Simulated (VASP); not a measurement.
# TiO2 (Anatase) (I4_1/amd) in VASP: electric field gradients with PBE

Aim: the electric field gradients of TiO2 (Anatase) with PBE.

Program: VASP 6.6.1. These are calculated values, not measurements. Logs are shortened: lines on timing, memory, paths and dates and some standing lists are left out, and cuts for length are marked.

### 1 The cell of the first run

The structure is tetragonal, space group I4_1/amd (No. 141). The conventional cell has a = 3.799 Å, b = 3.799 Å, c = 9.700 Å, α = 90.00°, β = 90.00°, γ = 90.00°. Ti (site symmetry -4m2) has 6 O at 1.95 to 2.00 Å within 2.6 Å. O (site symmetry 2mm) has 3 Ti at 1.95 to 2.00 Å and 2 O at 2.47 Å within 2.6 Å.

### 2 Electric field gradients, PBE

INCAR reads:

```
PREC = Accurate
ENCUT = 520
EDIFF = 1E-8
ISMEAR = 0
SIGMA = 0.01
LREAL = F
LASPH = T
NELM = 100
ALGO = Normal
ISIF = 2
LWAVE = F
LCHARG = F
GGA = PE
LEFG = T
NBANDS = 33
```

KPOINTS reads:

```
regular mesh
0
Gamma
  10 10 10
```

POSCAR reads:

```
TiO2
1.0
   -1.8994099378      1.8994099378      4.8502437652
    1.8994099378     -1.8994099378      4.8502437652
    1.8994099378      1.8994099378     -4.8502437652
Ti O
2 4
Direct
    0.0000000000      0.0000000000      0.0000000000
    0.7500000000      0.2500000000      0.5000000000
    0.2064546375      0.2064546375      0.0000000000
    0.9564546375      0.4564546375      0.5000000000
    0.5435453625      0.0435453625      0.5000000000
    0.7935453625      0.7935453625      0.0000000000
```

Potentials or basis: VASP PAW PBE potentials, release 64 (Ti_sv, O).

Started as:

```
$ cat potpaw_PBE.64/Ti_sv/POTCAR potpaw_PBE.64/O/POTCAR > POTCAR
$ mpirun -np 1 vasp_std > vasp.out
```

OUTCAR:

```text
PREC = Accurate
   ENCUT = 520
   EDIFF = 1E-8
   ISMEAR = 0
   LREAL = F
   LASPH = T
   NELM = 100
   ISIF = 2
   GGA = PE

 ion  position               nearest neighbor table
   1  0.000  0.000  0.000-   4 1.95   5 1.95   5 1.95   4 1.95   3 2.00   6 2.00
   2  0.750  0.250  0.500-   3 1.95   6 1.95   6 1.95   3 1.95   4 2.00   5 2.00
   3  0.206  0.206  0.000-   2 1.95   2 1.95   1 2.00
   4  0.956  0.456  0.500-   1 1.95   1 1.95   2 2.00
   5  0.544  0.044  0.500-   1 1.95   1 1.95   2 2.00
   6  0.794  0.794  0.000-   2 1.95   2 1.95   1 2.00

  LATTYP: Found a body centered tetragonal cell.
 ALAT       =     3.7988198756
 C/A-ratio  =     2.5535529054

  Lattice vectors:

 A1 = (  -1.8994099378,   1.8994099378,   4.8502437652)
 A2 = (   1.8994099378,  -1.8994099378,   4.8502437652)
 A3 = (   1.8994099378,   1.8994099378,  -4.8502437652)

Analysis of symmetry for initial positions (statically):
=====================================================================
 Subroutine PRICEL returns:
 Original cell was already a primitive cell.

 Routine SETGRP: Setting up the symmetry group for a
 body centered tetragonal supercell.

 Subroutine GETGRP returns: Found 16 space group operations
 (whereof  8 operations were pure point group operations)
 out of a pool of 16 trial point group operations.

The static configuration has the point symmetry D_2d.
 The point group associated with its full space group is D_4h.

Analysis of symmetry for dynamics (positions and initial velocities):
=====================================================================
 Subroutine PRICEL returns:
 Original cell was already a primitive cell.

 Routine SETGRP: Setting up the symmetry group for a
 body centered tetragonal supercell.

 Subroutine GETGRP returns: Found 16 space group operations
 (whereof  8 operations were pure point group operations)
 out of a pool of 16 trial point group operations.

The dynamic configuration has the point symmetry D_2d.
 The point group associated with its full space group is D_4h.

 Subroutine INISYM returns: Found 16 space group operations
 (whereof  8 operations are pure point group operations),
 and found     1 'primitive' translations

----------------------------------------------------------------------------------------

                                     Primitive cell

  volume of cell :      69.9940

  direct lattice vectors                    reciprocal lattice vectors
    -1.899409938  1.899409938  4.850243765     0.000000000  0.263239646  0.103087602
     1.899409938 -1.899409938  4.850243765     0.263239646  0.000000000  0.103087602
     1.899409938  1.899409938 -4.850243765     0.263239646  0.263239646  0.000000000

  length of vectors
     5.544400852  5.544400852  5.544400852     0.282705085  0.282705085  0.372277078

  position of ions in fractional coordinates (direct lattice)
     0.000000000  0.000000000  0.000000000
     0.750000000  0.250000000  0.500000000
     0.206454638  0.206454638  0.000000000
     0.956454638  0.456454638  0.500000000
     0.543545362  0.043545362  0.500000000
     0.793545362  0.793545362  0.000000000

  ion indices of the primitive-cell ions
   primitive index   ion index
                 1           1
                 2           2
                 3           3
                 4           4
                 5           5
                 6           6

----------------------------------------------------------------------------------------

 KPOINTS: regular mesh

Automatic generation of k-mesh.
 Grid dimensions read from file:
 generate k-points for:   10   10   10

[... 50 lines left out ...]
   ions per type =               2   4
   NGX,Y,Z   is equivalent  to a cutoff of  12.59, 12.59, 12.59 a.u.
   NGXF,Y,Z  is equivalent  to a cutoff of  25.19, 25.19, 25.19 a.u.
 SYSTEM =  unknown system
   PREC   = accura    normal or accurate (medium, high low for compatibility)
   ISTART =      0    job   : 0-new  1-cont  2-samecut
   ICHARG =      2    charge: 1-file 2-atom 10-const
   ISPIN  =      1    spin polarized calculation?
   LNONCOLLINEAR =      F non collinear calculations
   LSORBIT =      F    spin-orbit coupling
   LASPH  =      T    aspherical Exc in radial PAW
   ENCUT  =  520.0 eV  38.22 Ry    6.18 a.u.  10.31 10.31 10.31*2*pi/ulx,y,z
   NELM   =    100;   NELMIN=  2; NELMDL= -5     # of ELM steps
   EDIFF  = 0.1E-07   stopping-criterion for ELM
   LREAL  =      F    real-space projection
   EDIFFG = 0.1E-06   stopping-criterion for IOM
   NSW    =      0    number of steps for IOM
   IBRION =     -1    ionic relax: 0-MD 1-quasi-New 2-CG
   NFREE  =      0    steps in history (QN), initial steepest desc. (CG)
   ISIF   =      2    stress and relaxation
   ISYM   =      2    0-nonsym 1-usesym 2-fastsym
   POTIM  = 0.5000    time-step for ionic-motion
   TEBEG  =    0.0;   TEEND  =   0.0 temperature during run
   PSTRESS=    0.0 pullay stress
   NELECT =      48.0000    total number of electrons
   NUPDOWN=      -1.0000    fix difference up-down
   EMIN   =  10.00;   EMAX   =-10.00  energy-range for DOS
   EFERMI =   0.00;   METHOD = LEGACY
   ISMEAR =     0;   SIGMA  =   0.01  broadening in eV -4-tet -1-fermi 0-gaus
   EFERMI_NEDOS =   21; number of points for ismear=-14 and -15
   IALGO  =     38    algorithm
   IMIX   =      4    mixing-type and parameters
     AMIX     =   0.40;   BMIX     =  1.00
     AMIX_MAG =   1.60;   BMIX_MAG =  1.00
  volume/ion in A,a.u.               =      11.67        78.72
  Fermi-wavevector in a.u.,A,eV,Ry     =   1.443671  2.728143 28.357074  2.084186
  Thomas-Fermi vector in A             =   2.562052
   LORBIT       =      0    0 simple, 1 ext, 2 COOP (PROOUT), +10 PAW based schemes
   GGA     = PE    functional components
   LHFCALC =     F    Hartree Fock is set to
   AEXX    =    0.0000 exact exchange contribution
   IVDW    =     0    specifies the selected vdW correction
   LEPSILON=     F    determine dielectric tensor
   LRPA    =     F    only Hartree local field effects (RPA)
 non-spin polarized calculation
 Gauss-broadening in eV      SIGMA  =   0.01
  energy-cutoff  :      520.00
  volume of cell :       69.99
 maximum number of plane-waves:      1899
 NGX is ok and might be reduce to    42
   NGX = 21   NGY = 21   NGZ = 21

 number of electron      47.9999996 magnetization

 Free energy of the ion-electron system (eV)
  ---------------------------------------------------
  ext. energy  EPLUGINS =         0.00000000
  ---------------------------------------------------
  free energy    TOTEN  =       -53.86477994 eV

  energy without entropy =      -53.86477994  energy(sigma->0) =      -53.86477994

 E-fermi :   3.1932     XC(G=0): -10.5922

 val. band max:        3.1410019294   @ k =  -0.4000   0.4000   0.0000
 cond. band min:       5.2543784129   @ k =   0.0000   0.0000   0.0000
 fundamental gap:      2.1133764835
 Fermi energy:         3.1932414728

 k-point     1 :       0.0000    0.0000    0.0000
  band No.  band energies     occupation
      1     -53.3143      2.00000
      2     -53.2633      2.00000
      3     -29.7431      2.00000
      4     -29.5246      2.00000
      5     -29.5246      2.00000
      6     -29.4632      2.00000
[... 853 lines left out ...]
     32       9.4176      0.00000
     33      10.2971      0.00000

 [... further k-points ...]
[... 5 lines left out ...]
  --------------------------------------------------------------------------------------
  -------------------------------------------------------------------------------------
  Total        0.2853114      0.2853114      0.3100308      0.0000000      0.0000000      0.0000000
  in kB        6.5308348      6.5308348      7.0966676      0.0000000      0.0000000      0.0000000
  external PRESSURE =       6.7194458 kB  Pullay stress =       0.0000000 kB

 VOLUME and BASIS-vectors are now :
 -----------------------------------------------------------------------------
  energy-cutoff  :      520.00
  volume of cell :       69.99
      direct lattice vectors                 reciprocal lattice vectors
    -1.899409938  1.899409938  4.850243765     0.000000000  0.263239646  0.103087602
     1.899409938 -1.899409938  4.850243765     0.263239646  0.000000000  0.103087602
     1.899409938  1.899409938 -4.850243765     0.263239646  0.263239646  0.000000000

 POSITION                                       TOTAL-FORCE (eV/Angst)
 -----------------------------------------------------------------------------------
      0.00000      0.00000      0.00000        -0.000000     -0.000000      0.000000
     -0.00000      1.89941      2.42512        -0.000000     -0.000000      0.000000
      0.00000      0.00000      2.00271         0.000000      0.000000      0.018488
      0.00000      1.89941      4.42783        -0.000000     -0.000000      0.018488
     -0.00000      1.89941      0.42241         0.000000      0.000000     -0.018488
      0.00000      0.00000      7.69778         0.000000      0.000000     -0.018488
 -----------------------------------------------------------------------------------
    total drift:                                0.000000     -0.000000     -0.000000

  FREE ENERGIE OF THE ION-ELECTRON SYSTEM (eV)
  ---------------------------------------------------
  free  energy   TOTEN  =       -53.8647799403 eV

  energy  without entropy=      -53.8647799403  energy(sigma->0) =      -53.86477994

 Electric field gradients (V/A^2)
---------------------------------------------------------------------
 ion       V_xx      V_yy      V_zz      V_xy      V_xz      V_yz
---------------------------------------------------------------------
   1      -5.537    -5.537    11.074     0.001     0.001     0.001
   2      -5.537    -5.537    11.074     0.001     0.001     0.001
   3     -12.378    18.072    -5.693    -0.001    -0.002    -0.002
   4      18.072   -12.378    -5.693    -0.001    -0.002    -0.002
   5     -12.378    18.072    -5.693    -0.001    -0.002    -0.002
   6      18.072   -12.378    -5.693    -0.001    -0.002    -0.002
---------------------------------------------------------------------

 Electric field gradients after diagonalization (V/A^2)
 (convention: |V_zz| > |V_xx| > |V_yy|)
----------------------------------------------------------------------
 ion       V_xx      V_yy      V_zz     asymmetry (V_yy - V_xx)/ V_zz
----------------------------------------------------------------------
   1      -5.538    -5.536    11.074       0.000
   2      -5.538    -5.536    11.074       0.000
   3     -12.378    -5.693    18.072       0.370
   4     -12.378    -5.693    18.072       0.370
   5     -12.378    -5.693    18.072       0.370
   6     -12.378    -5.693    18.072       0.370
----------------------------------------------------------------------

           NMR quadrupolar parameters

 Cq : quadrupolar parameter    Cq=e*Q*V_zz/h
 eta: asymmetry parameters     (V_yy - V_xx)/ V_zz
 Q  : nuclear electric quadrupole moment in mb (millibarn)
----------------------------------------------------------------------
 ion       Cq(MHz)       eta       Q (mb)
----------------------------------------------------------------------
   1       0.027       0.000       1.000
   2       0.027       0.000       1.000
   3       0.044       0.370       1.000
   4       0.044       0.370       1.000
   5       0.044       0.370       1.000
   6       0.044       0.370       1.000
----------------------------------------------------------------------
```

It took 4.4 min on 1 thread of Intel Xeon 6975P-C (Granite Rapids), shared host; peak memory 0.37 GiB.

Results:

* Free energy: -53.8648 eV
* Pressure: 0.7 GPa
* Largest force: 0.018 eV/Å
* Band gap on the k mesh: 2.11 eV, indirect (least direct gap 2.41 eV)

Forces on the atoms (eV/Å):
```
Ti   0.000  0.000  0.000
Ti   0.000  0.000  0.000
O    0.000  0.000  0.018
O    0.000  0.000  0.018
O    0.000  0.000 -0.018
O    0.000  0.000 -0.018
```

Electric field gradients, principal values (V/Å²):
| atom | least | middle | greatest (by size) |
| --- | --- | --- | --- |
| 1 Ti | -5.536 | -5.538 | 11.074 |
| 2 Ti | -5.536 | -5.538 | 11.074 |
| 3 O | -5.693 | -12.378 | 18.072 |
| 4 O | -5.693 | -12.378 | 18.072 |
| 5 O | -5.693 | -12.378 | 18.072 |
| 6 O | -5.693 | -12.378 | 18.072 |

Caveat: without QUAD_EFG the Cq values of the log hold for a quadrupole moment of 1 mb, not for the nuclei.
